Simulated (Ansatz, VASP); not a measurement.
SnGe3Te4: VASP beside Ansatz

INCAR

```
ALGO     = Normal         # electronic algorithm
EDIFF    = 1E-7           # SCF threshold, eV
ENCUT    = 520            # plane-wave cutoff, eV
GGA      = PE             # functional
ISIF     = 2              # what is computed and relaxed
ISMEAR   = 0              # smearing method
LASPH    = True           # aspherical terms in the spheres
LCHARG   = True           # write CHGCAR
LELF     = True           # ELF
LREAL    = False          # projectors in reciprocal space
LVHAR    = True         
LWAVE    = False          # write WAVECAR
NBANDS   = 50             # bands
NELM     = 60             # most SCF steps
PREC     = Accurate       # precision mode
SIGMA    = 0.01           # smearing width, eV
```

KPOINTS

```
k-points
0
Gamma
  6 6 6
```

The input POSCAR:

```
SnGe3Te4
1.0
    4.3065811671      2.4864057961      3.7267810731
   -4.3065811671      2.4864057961      3.7267810731
    0.0000000000     -4.9728115922      3.7267810731
Sn Ge Te
1 3 4
Direct
    0.0015244197      0.0015244197      0.0015244197
    0.0202464881      0.5203453915      0.5203453915
    0.5203453915      0.5203453915      0.0202464881
    0.5203453915      0.0202464881      0.5203453915
    0.4896604122      0.9809332963      0.9809332963
    0.4831796903      0.4831796903      0.4831796903
    0.9809332963      0.9809332963      0.4896604122
    0.9809332963      0.4896604122      0.9809332963
```

Input for Ansatz:

```yaml
crystal:
  lattice:
    - [4.3065811671, 2.4864057961, 3.7267810731]
    - [-4.3065811671, 2.4864057961, 3.7267810731]
    - [0.0, -4.9728115922, 3.7267810731]
  atoms:
    - { symbol: Sn, position: [0.0015244197, 0.0015244197, 0.0015244197] }
    - { symbol: Ge, position: [0.0202464881, 0.5203453915, 0.5203453915] }
    - { symbol: Ge, position: [0.5203453915, 0.5203453915, 0.0202464881] }
    - { symbol: Ge, position: [0.5203453915, 0.0202464881, 0.5203453915] }
    - { symbol: Te, position: [0.4896604122, 0.9809332963, 0.9809332963] }
    - { symbol: Te, position: [0.4831796903, 0.4831796903, 0.4831796903] }
    - { symbol: Te, position: [0.9809332963, 0.9809332963, 0.4896604122] }
    - { symbol: Te, position: [0.9809332963, 0.4896604122, 0.9809332963] }
basis:
  ecutwfc: 420
kpoints:
  mp_grid: { grid: [6, 6, 6] }
  band_path:
    path:
      - [[0.0, 0.0, 0.0], [0.5, 0.5, 0.5], [0.53658725, 0.46341275, 0.5]]
      - [[0.5, -0.46341275, 0.46341275], [0.5, 0.0, 0.0], [0.0, 0.0, 0.0], [0.48170638, -0.48170638, 0.0]]
      - [[0.51829362, 0.0, 0.48170638], [0.5, 0.0, 0.5], [0.0, 0.0, 0.0]]
    npoints: 14
hamiltonian:
  xc: pbe
scf:
  occupations: { method: gaussian, width: 0.01 }
  n_extra_bands: 20
output:
  forces: true
  stress: true
  eigenvalues: true
  populations: true
  dos: { projected: true, de: 0.02, nscf_kmesh: { grid: [8, 8, 8] } }
  bader: true
  write_density: true
  write_potential: true
  elf: true
  volumetric_format: npy
```

Alike in both runs: task single point; functional PBE; k mesh 6 × 6 × 6; occupations gaussian, width 0.01 eV; no spin polarisation.

|  | VASP | Ansatz |
| --- | --- | --- |
| version | VASP 6.6.1 | Ansatz 0.2.0 |
| potentials or method | VASP PAW PBE potentials, release 64 (Sn_d, Ge_d, Te), cutoff 520 eV | scalar-relativistic, plane waves, PAW |
| valence electrons in the cell | 80 | 120 |

Ansatz gave:

* gap on the k mesh at the Fermi level (eV): 0.13
* least direct gap on the mesh (eV): 0.13
* pressure (GPa): 0.0
* rms of the force components (eV/Å): 0.004

**Question.** What did VASP give for the same quantities?

**Answer.** gap on the k mesh at the Fermi level (eV): 0.13; least direct gap on the mesh (eV): 0.13; pressure (GPa): 0.0; rms of the force components (eV/Å): 0.003.

Atom by atom the forces differ by 0.006 eV/Å (rms over components). With one functional, cell and mesh, what is left measures potentials, basis and numerics. VASP's potentials hold 80 valence electrons a cell and Ansatz's 120, so a difference there can come from the potentials and not from the codes.

Spin-orbit coupling is off throughout.
